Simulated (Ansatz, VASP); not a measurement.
# SiO2 in VASP and in Ansatz

INCAR

```
PREC = Accurate ; ENCUT = 520
EDIFF = 1E-7 ; ISMEAR = 0
SIGMA = 0.05 ; LREAL = False
LASPH = True ; NELM = 80
ALGO = Normal ; ISIF = 2
LWAVE = False ; LCHARG = False
GGA = PE ; NBANDS = 25
```

Contents of KPOINTS:

```
regular mesh
0
Gamma
  6 6 8
```

File POSCAR:

```
SiO2
1.0
    4.2358788266      0.0000000000      0.0000000000
    0.0000000000      4.1371828499      0.0000000000
    0.0000000000      0.0000000000      2.6897743046
Si O
2 4
Direct
    0.5000000000      0.5000000000      0.5000000000
    0.0000000000      0.0000000000      0.0000000000
    0.6557534092      0.7302721762      0.0000000000
    0.1557534092      0.7697278238      0.5000000000
    0.3442465908      0.2697278238      0.0000000000
    0.8442465908      0.2302721762      0.5000000000
```

Input for Ansatz:

```yaml
crystal:
  lattice:
    - [4.2358788266, 0.0, 0.0]
    - [0.0, 4.1371828499, 0.0]
    - [0.0, 0.0, 2.6897743046]
  atoms:
    - { symbol: Si, position: [0.5, 0.5, 0.5] }
    - { symbol: Si, position: [0.0, 0.0, 0.0] }
    - { symbol: O, position: [0.6557534092, 0.7302721762, 0.0] }
    - { symbol: O, position: [0.1557534092, 0.7697278238, 0.5] }
    - { symbol: O, position: [0.3442465908, 0.2697278238, 0.0] }
    - { symbol: O, position: [0.8442465908, 0.2302721762, 0.5] }
basis:
  ecutwfc: 520.0
kpoints:
  mp_grid: { grid: [6, 6, 8] }
hamiltonian:
  xc: pbe
  pseudopotentials: { kind: paw, azcp: { folder: soft_1 } }
scf:
  occupations: { method: gaussian, width: 0.05 }
output:
  forces: true
  stress: true
  eigenvalues: true
```

Change from the starting cell: mode 4 frozen in at -0.223 Å, normal strain along y -0.0233.

Alike in both runs: task single point; functional PBE; k mesh 6 × 6 × 8; occupations gaussian, width 0.05 eV; no spin polarisation.

|  | VASP | Ansatz |
| --- | --- | --- |
| version | VASP 6.6.1 | Ansatz 0.2.0 |
| potentials or method | VASP PAW PBE potentials, release 64 (Si, O), cutoff 520 eV | scalar-relativistic, plane waves, PAW |
| valence electrons in the cell | 32 | 32 |

VASP gave:

```
gap on the k mesh at the Fermi level (eV)                     : 5.64
least direct gap on the mesh (eV)                             : 5.68
pressure (GPa)                                                : 3.4
traceless stress, the component that is largest in VASP (GPa) : 5.81
rms of the force components (eV/Å)                            : 0.385
```

Q: Estimate Ansatz's values.

A: gap on the k mesh at the Fermi level (eV): 5.67; least direct gap on the mesh (eV): 5.70; pressure (GPa): 3.1; traceless stress, the component that is largest in VASP (GPa): 6.09; rms of the force components (eV/Å): 0.382.

Atom by atom the forces differ by 0.009 eV/Å (rms over components). The functional is the same, so the differences come from potentials, cutoffs and numerics.
